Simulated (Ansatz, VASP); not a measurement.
Ga3Se: VASP beside Ansatz

```
Ga Se
1.0
     1.86506    1.07679    6.93999
    -1.86506    1.07679    6.93999
     0.00000   -2.15358    6.93999
Ga Se
3 1
Cartesian
  0.0000 0.0000 15.6473
  0.0000 0.0000 5.1727
  0.0000 0.0000 0.0000
  0.0000 0.0000 10.4100
```

Alike in both runs: functional PBE; k mesh 12 × 12 × 12; occupations gaussian, width 0.1 eV; no spin polarisation.

Ansatz relaxed the structure, and its values are those at the end. VASP's run is a single point on that final structure, the one shown.

|  | VASP | Ansatz |
| --- | --- | --- |
| version | VASP 6.6.1 | Ansatz 0.2.0 |
| potentials or method | VASP PAW PBE potentials, release 64 (Ga_d, Se), cutoff 520 eV | scalar-relativistic, plane waves, PAW |
| valence electrons in the cell | 45 | 55 |

Ansatz gave:

```
gap on the k mesh at the Fermi level (eV) : none
pressure (GPa)                            : 0.0
```

Task: Estimate VASP's values.

Result: gap on the k mesh at the Fermi level (eV): none; pressure (GPa): 0.1.

A gap of «none» marks a metal or a gap that the smearing closes. VASP's potentials hold 45 valence electrons a cell and Ansatz's 55, so a difference there can come from the potentials and not from the codes.
